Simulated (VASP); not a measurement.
Here is a VASP 6.6.1 calculation.

File INCAR:

```
SYSTEM = LuGaAs2
  PREC = Accurate
  ENCUT = 520
  EDIFF = 1E-6
  ISMEAR = -1
  SIGMA = 0.02
  LREAL = .False.
  LASPH = .True.
  NELM = 60
  ALGO = Normal
  ISIF = 2
  LWAVE = .False.
  LCHARG = .False.
  GGA = PE
  NBANDS = 32
```

The input KPOINTS:

```
regular mesh
0
Gamma
  4 4 4
  0 0 0
```

POSCAR

```
LuGaAs2
1.0
    3.8976304030      0.0000000000      0.0000000000
    0.0000000000      3.8976304030      0.0000000000
    0.0000000000      0.0000000000      5.7118711213
Ga As Lu
1 2 1
Direct
    0.0000000000      0.0000000000      0.0000000000
    0.0000000000      0.0000000000      0.5000000000
    0.5000000000      0.5000000000      0.0000000000
    0.5000000000      0.5000000000      0.5000000000
```

Potentials or basis: VASP PAW PBE potentials, release 64 (Ga_d, As, Lu).

Command:

```bash
$ cat potpaw_PBE.64/Ga_d/POTCAR potpaw_PBE.64/As/POTCAR potpaw_PBE.64/Lu/POTCAR > POTCAR
$ mpirun -np 1 vasp_std > vasp.out
```

Question: What does it give for the pressure?

Answer: 2.2 GPa.

Question: Predict the band gap on the k mesh.

Answer: Zero (bands 24 and 25 overlap by 1.41 eV).

Stress tensor (GPa, compression positive):
```
2.23 0.00 0.00
0.00 2.23 0.00
0.00 0.00 2.03
```

Caveat: the k points lie up to 0.40 Å⁻¹ apart, too coarse for converged energies and pressures of a metal; spin-orbit coupling is left out, which moves the levels of the heavy elements.
